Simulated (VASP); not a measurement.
Runs of VASP 6.6.1 on AgBr. The structure is that of space group Fm-3m (No. 225), or close to it. The cells are those of the table. 

| task | level | cell | k mesh | cutoff (eV) | smearing | grid for exact exchange (PRECFOCK) | gap on the mesh (eV) | pressure (GPa) |
| --- | --- | --- | --- | --- | --- | --- | --- | --- |
| single point | PBE | a = 4.130 Å, angles 60.0°, 2 atoms | 8 × 8 × 8 | 500 | fermi-dirac 0.02 eV | - | 0.69 | 0.0 |
| relaxation of cell and atoms | PBE | relaxed from a = 3.870 Å, angles 60.0°, 2 atoms | 8 × 8 × 8 | 500 | fermi-dirac 0.02 eV | - | 0.69 | 0.0 |
| single point | PBE0 | a = 4.091 Å, angles 60.0°, 2 atoms | 6 × 6 × 6 | 400 | gaussian 0.01 eV | Normal | 2.68 | (a) |
| single point | r2SCAN | a = 4.091 Å, angles 60.0°, 2 atoms | 8 × 8 × 8 | 550 | gaussian 0.01 eV | - | 1.25 | -0.1 |

Alike in all rows: potentials or basis VASP PAW PBE potentials, release 64 (Ag, Br); no spin polarisation.

Problem. Estimate the missing entries.

Solution. (a) 0.5.

Caveats: the PAW data sets were made with another functional, which shifts forces and pressure a little (some runs).

A k mesh can miss the band edges, and the runs leave out spin-orbit coupling on Ag, Br.
